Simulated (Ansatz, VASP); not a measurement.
# One calculation of Ti, two programs

```
Ti
1.0
     2.99425    0.00000    0.00000
    -1.49712    2.59309    0.00000
     0.00000    0.00000    4.75629
Ti
2
Direct
  0.33333 0.66667 0.25000
  0.66667 0.33333 0.75000
```

Change from the starting cell: strain +0.015 along x and y, +0.015 along z, atoms carried along.

Alike in both runs: task single point; functional r2SCAN; k mesh 18 × 18 × 10; occupations gaussian, width 0.15 eV; no spin polarisation.

|  | VASP | Ansatz |
| --- | --- | --- |
| version | VASP 6.6.1 | Ansatz 0.2.0 |
| potentials or method | VASP PAW PBE potentials, release 64 (Ti_sv), cutoff 520 eV | scalar-relativistic, plane waves, PAW |
| valence electrons in the cell | 24 | 24 |

Ansatz gave:

```
gap on the k mesh at the Fermi level (eV)                     : none
pressure (GPa)                                                : -6.8
traceless stress, the component that is largest in VASP (GPa) : -0.36
```

Problem. What did VASP give for the same quantities?

Solution. gap on the k mesh at the Fermi level (eV): none; pressure (GPa): -6.5; traceless stress, the component that is largest in VASP (GPa): -0.34.

VASP's potentials were made for PBE, not for r2SCAN. A gap of «none» marks a metal or a gap that the smearing closes.
